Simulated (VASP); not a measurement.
**Bi2Se3: single point with PBE**

Bi2Se3:

```
CELL_PARAMETERS angstrom
2.09366 1.20877 10.43403
-2.09366 1.20877 10.43403
0.00000 -2.41755 10.43403
ATOMIC_POSITIONS crystal
Bi 0.39544 0.39561 0.39574
Bi 0.60447 0.60439 0.60435
Se 0.00004 0.00001 0.99997
Se 0.22115 0.22103 0.22094
Se 0.77890 0.77896 0.77900
```

```yaml
Program: VASP 6.6.1
Task: single point
Functional: PBE
Potentials_or_basis: VASP PAW PBE potentials, release 64 (Bi_d, Se)
Cutoff: 520 eV
k_mesh: 6 × 6 × 6
Occupations: gaussian, width 0.05 eV
Spin: no spin polarisation
Dipole_correction: no
Further_INCAR_settings: ALGO = Normal; EDIFF = 1e-07; NBANDS = 32
```

| Quantity | Value |
| --- | --- |
| Pressure | 0.0 GPa |
| Largest force | 0.014 eV/Å |
| Band gap on the k mesh | 0.69 eV (least direct gap 0.71 eV) |

Forces on the atoms (eV/Å):
```
Bi   0.001  0.001 -0.012
Bi   0.000  0.000  0.012
Se   0.000  0.000 -0.002
Se   0.000  0.000 -0.013
Se   0.000  0.000  0.014
```

Levels at points of the mesh, in eV from the valence-band top:
| k point | band 21 | band 22 | band 23 | band 24 | band 25 | band 26 | band 27 | band 28 |
| --- | --- | --- | --- | --- | --- | --- | --- | --- |
| (0.00, 0.00, 0.00) | -1.18 | -0.73 | -0.73 | -0.02 | 0.69 | 1.98 | 1.98 | 2.50 |
| (0.50, 0.00, 0.00) | -2.05 | -1.24 | -0.82 | -0.44 | 1.42 | 2.60 | 3.14 | 3.40 |
| (0.00, 0.50, 0.00) | -2.05 | -1.24 | -0.82 | -0.44 | 1.42 | 2.60 | 3.14 | 3.40 |
| (0.00, 0.00, 0.50) | -2.05 | -1.24 | -0.82 | -0.44 | 1.42 | 2.60 | 3.14 | 3.40 |
| (0.50, 0.50, 0.00) | -1.60 | -1.07 | -0.92 | -0.76 | 1.71 | 2.51 | 2.82 | 3.37 |
| (0.50, 0.00, 0.50) | -1.60 | -1.07 | -0.92 | -0.76 | 1.71 | 2.51 | 2.82 | 3.37 |
| (0.00, 0.50, 0.50) | -1.60 | -1.07 | -0.92 | -0.77 | 1.71 | 2.51 | 2.82 | 3.37 |
| (0.50, 0.50, 0.50) | -0.91 | -0.77 | -0.77 | -0.28 | 0.83 | 2.05 | 2.05 | 2.46 |

Wall time 82 min on 1 thread of Intel Xeon 8259CL (shared host), peak memory 1.2 GiB.

Caveat: spin-orbit coupling is left out, which moves the levels of the heavy elements. A k mesh can miss the band edges.
